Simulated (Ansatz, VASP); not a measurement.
Al: VASP beside Ansatz

```
CELL_PARAMETERS angstrom
0.00000 1.92278 2.12518
1.92278 0.00000 2.12518
1.92278 1.92278 0.00000
ATOMIC_POSITIONS crystal
Al 0.00000 0.00000 0.00000
```

Change from the starting cell: strain -0.050 along x and y, +0.050 along z, atoms carried along.

Alike in both runs: task single point; functional PBE; k mesh 20 × 20 × 20; occupations gaussian, width 0.15 eV; no spin polarisation.

```csv
,VASP,Ansatz
version,VASP 6.6.1,Ansatz 0.2.0
potentials or method,"VASP PAW PBE potentials, release 64 (Al), cutoff 520 eV","scalar-relativistic, plane waves, PAW"
valence electrons in the cell,3,3
```

VASP gave:

```
gap on the k mesh at the Fermi level (eV)                     : none
pressure (GPa)                                                : 5.0
traceless stress, the component that is largest in VASP (GPa) : -5.39
```

Q: Estimate Ansatz's values.

A: gap on the k mesh at the Fermi level (eV): none; pressure (GPa): 5.1; traceless stress, the component that is largest in VASP (GPa): -5.40.

A gap of «none» marks a metal or a gap that the smearing closes.
